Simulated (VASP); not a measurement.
# ZnO (zincite) (P6_3mc) in VASP: a series of runs

Aim: see how the results for ZnO (zincite) move with the level of theory and the settings. Levels: PBEsol, PBE+D4. Tasks: single point.

Everything below comes from runs of VASP 6.6.1. Logs are shortened: lines on timing, memory, paths and dates and some standing lists are left out, and cuts for length are marked.

**The experiment to reproduce.**

“Electronic structure of alkaline earth and post-transition metal oxides”, 2009, arxiv:0908.1581 quotes, for a bulk crystal of ZnO: band gap 3.37 eV.

How close the calculation comes is told below.

## Step 1: The cell of the first run

It takes space group P6_3mc (No. 186, hexagonal). The conventional cell has a = 3.230 Å, b = 3.230 Å, c = 5.213 Å, α = 90.00°, β = 90.00°, γ = 120.00°. Within 2.6 Å of Zn (site symmetry 3m) lie 4 O at 1.97 to 1.98 Å. O (site symmetry 3m) has 4 Zn at 1.97 to 1.98 Å within 2.6 Å.

## Step 2: Single point, PBEsol

Contents of INCAR:

```
PREC = Accurate
ENCUT = 520
EDIFF = 1E-6
ISMEAR = 0
SIGMA = 0.01
LREAL = False
LASPH = True
NELM = 80
ALGO = Normal
ISIF = 2
LWAVE = False
LCHARG = True
GGA = PS
LELF = True
LVHAR = True
NBANDS = 26
```

Contents of KPOINTS:

```
regular mesh
0
Gamma
  6 6 4
```

Contents of POSCAR:

```
ZnO
1.0
    3.2301781270      0.0000000000      0.0000000000
   -1.6150890635      2.7974163168      0.0000000000
    0.0000000000      0.0000000000      5.2133619155
Zn O
2 2
Direct
    0.3333333333      0.6666666667      0.5000091246
    0.6666666667      0.3333333333      0.0000091246
    0.6666666667      0.3333333333      0.3790008754
    0.3333333333      0.6666666667      0.8790008754
```

Potentials or basis: VASP PAW PBE potentials, release 64 (Zn, O).

Run with:

```bash
$ cat potpaw_PBE.64/Zn/POTCAR potpaw_PBE.64/O/POTCAR > POTCAR
$ mpirun -np 1 vasp_std > vasp.out
```

OUTCAR:

```text
PREC = Accurate
   ENCUT = 520
   EDIFF = 1E-6
   ISMEAR = 0
   LREAL = False
   LASPH = True
   NELM = 80
   ISIF = 2
   GGA = PS

 ion  position               nearest neighbor table
   1  0.333  0.667  0.500-   3 1.97   3 1.97   3 1.97   4 1.98
   2  0.667  0.333  0.000-   4 1.97   4 1.97   4 1.97   3 1.98
   3  0.667  0.333  0.379-   1 1.97   1 1.97   1 1.97   2 1.98
   4  0.333  0.667  0.879-   2 1.97   2 1.97   2 1.97   1 1.98

  LATTYP: Found a hexagonal cell.
 ALAT       =     3.2301781270
 C/A-ratio  =     1.6139549308

  Lattice vectors:

 A1 = (   3.2301781270,   0.0000000000,   0.0000000000)
 A2 = (  -1.6150890635,   2.7974163168,   0.0000000000)
 A3 = (   0.0000000000,   0.0000000000,   5.2133619155)

Analysis of symmetry for initial positions (statically):
=====================================================================
 Subroutine PRICEL returns:
 Original cell was already a primitive cell.

 Routine SETGRP: Setting up the symmetry group for a
 hexagonal supercell.

 Subroutine GETGRP returns: Found 12 space group operations
 (whereof  6 operations were pure point group operations)
 out of a pool of 24 trial point group operations.

The static configuration has the point symmetry C_3v.
 The point group associated with its full space group is C_6v.

Analysis of symmetry for dynamics (positions and initial velocities):
=====================================================================
 Subroutine PRICEL returns:
 Original cell was already a primitive cell.

 Routine SETGRP: Setting up the symmetry group for a
 hexagonal supercell.

 Subroutine GETGRP returns: Found 12 space group operations
 (whereof  6 operations were pure point group operations)
 out of a pool of 24 trial point group operations.

The dynamic configuration has the point symmetry C_3v.
 The point group associated with its full space group is C_6v.

 Subroutine INISYM returns: Found 12 space group operations
 (whereof  6 operations are pure point group operations),
 and found     1 'primitive' translations

----------------------------------------------------------------------------------------

                                     Primitive cell

  volume of cell :      47.1087

  direct lattice vectors                    reciprocal lattice vectors
     3.230178127  0.000000000  0.000000000     0.309580451  0.178736356  0.000000000
    -1.615089063  2.797416317  0.000000000     0.000000000  0.357472713  0.000000000
     0.000000000  0.000000000  5.213361916     0.000000000  0.000000000  0.191814805
[... 84 lines left out ...]
   EDIFF  = 0.1E-05   stopping-criterion for ELM
   LREAL  =      F    real-space projection
   EDIFFG = 0.1E-04   stopping-criterion for IOM
   NSW    =      0    number of steps for IOM
   IBRION =     -1    ionic relax: 0-MD 1-quasi-New 2-CG
   NFREE  =      0    steps in history (QN), initial steepest desc. (CG)
   ISIF   =      2    stress and relaxation
   ISYM   =      2    0-nonsym 1-usesym 2-fastsym
   POTIM  = 0.5000    time-step for ionic-motion
   TEBEG  =    0.0;   TEEND  =   0.0 temperature during run
   PSTRESS=    0.0 pullay stress
   NELECT =      36.0000    total number of electrons
   NUPDOWN=      -1.0000    fix difference up-down
   EMIN   =  10.00;   EMAX   =-10.00  energy-range for DOS
   EFERMI =   0.00;   METHOD = LEGACY
   ISMEAR =     0;   SIGMA  =   0.01  broadening in eV -4-tet -1-fermi 0-gaus
   EFERMI_NEDOS =   21; number of points for ismear=-14 and -15
   IALGO  =     38    algorithm
   IMIX   =      4    mixing-type and parameters
     AMIX     =   0.40;   BMIX     =  1.00
     AMIX_MAG =   1.60;   BMIX_MAG =  1.00
  volume/ion in A,a.u.               =      11.78        79.48
  Fermi-wavevector in a.u.,A,eV,Ry     =   1.496724  2.828399 30.479554  2.240184
  Thomas-Fermi vector in A             =   2.608704
   LORBIT       =      0    0 simple, 1 ext, 2 COOP (PROOUT), +10 PAW based schemes
   GGA     = PS    functional components
   LHFCALC =     F    Hartree Fock is set to
   AEXX    =    0.0000 exact exchange contribution
   IVDW    =     0    specifies the selected vdW correction
   LEPSILON=     F    determine dielectric tensor
   LRPA    =     F    only Hartree local field effects (RPA)
 non-spin polarized calculation
 Gauss-broadening in eV      SIGMA  =   0.01
  energy-cutoff  :      520.00
  volume of cell :       47.11
 maximum number of plane-waves:      1290
   NGX = 13   NGY = 13   NGZ = 19

 number of electron      36.0000013 magnetization

 Free energy of the ion-electron system (eV)
  ---------------------------------------------------
  ext. energy  EPLUGINS =         0.00000000
  ---------------------------------------------------
  free energy    TOTEN  =       -19.40799404 eV

  energy without entropy =      -19.40799404  energy(sigma->0) =      -19.40799404

 E-fermi :   1.2391     XC(G=0): -11.2411

 val. band max:        1.1515502542   @ k =   0.0000   0.0000   0.0000
 cond. band min:       1.8398686504   @ k =   0.0000   0.0000   0.0000
 fundamental gap:      0.6883183962
 Fermi energy:         1.2390761205

 k-point     1 :       0.0000    0.0000    0.0000
  band No.  band energies     occupation
      1     -16.9797      2.00000
      2     -16.2235      2.00000
      3      -4.6606      2.00000
      4      -4.6193      2.00000
      5      -4.6193      2.00000
      6      -4.5754      2.00000
[... 598 lines left out ...]
     25      16.6808      0.00000
     26      16.6808      0.00000

------------------------ aborting loop because EDIFF is reached ----------------------------------------

  FORCE on cell =-STRESS in cart. coord.  units (eV):
  Direction    XX          YY          ZZ          XY          YZ          ZX
  --------------------------------------------------------------------------------------
  -------------------------------------------------------------------------------------
  Total        0.2334964      0.2334964      0.2345610      0.0000000      0.0000000      0.0000000
  in kB        7.9412568      7.9412568      7.9774654      0.0000000      0.0000000      0.0000000
  external PRESSURE =       7.9533263 kB  Pullay stress =       0.0000000 kB

 VOLUME and BASIS-vectors are now :
 -----------------------------------------------------------------------------
  energy-cutoff  :      520.00
  volume of cell :       47.11
      direct lattice vectors                 reciprocal lattice vectors
     3.230178127  0.000000000  0.000000000     0.309580451  0.178736356  0.000000000
    -1.615089063  2.797416317  0.000000000     0.000000000  0.357472713  0.000000000
     0.000000000  0.000000000  5.213361916     0.000000000  0.000000000  0.191814805

 POSITION                                       TOTAL-FORCE (eV/Angst)
 -----------------------------------------------------------------------------------
     -0.00000      1.86494      2.60673        -0.000000     -0.000000      0.000700
      1.61509      0.93247      0.00005         0.000000     -0.000000      0.000700
      1.61509      0.93247      1.97587         0.000000      0.000000     -0.000700
     -0.00000      1.86494      4.58255         0.000000     -0.000000     -0.000700
 -----------------------------------------------------------------------------------
    total drift:                                0.000000      0.000001     -0.000679

  FREE ENERGIE OF THE ION-ELECTRON SYSTEM (eV)
  ---------------------------------------------------
  free  energy   TOTEN  =       -19.4079940415 eV

  energy  without entropy=      -19.4079940415  energy(sigma->0) =      -19.40799404
```

stdout:

```text
POSCAR found type information on POSCAR ZnO
 POSCAR found :  2 types and       4 ions
 scaLAPACK will be used
 -----------------------------------------------------------------------------
|                                                                             |
|                                                                             |
|     You enforced a specific xc type in the INCAR file but a different       |
|     I HOPE YOU KNOW WHAT YOU ARE DOING!                                     |
|                                                                             |
 -----------------------------------------------------------------------------

 LDA part: xc-table for (Slater+PW92), standard interpolation
 POSCAR, INCAR and KPOINTS ok, starting setup
 FFT: planning ... GRIDC
 FFT: planning ... GRID_SOFT
 FFT: planning ... GRID
 WAVECAR not read
 entering main loop
```

Run time: 8.4 s. Hardware: 1 thread of Intel Xeon 6975P-C (Granite Rapids), shared host; peak memory 0.16 GiB.

Results:

* Free energy: -19.4080 eV
* Pressure: 0.8 GPa
* Band gap on the k mesh: 0.69 eV, direct

Caveat: the PAW data sets were made with another functional, which shifts forces and pressure a little.

(Continued in part 2 of 2.)
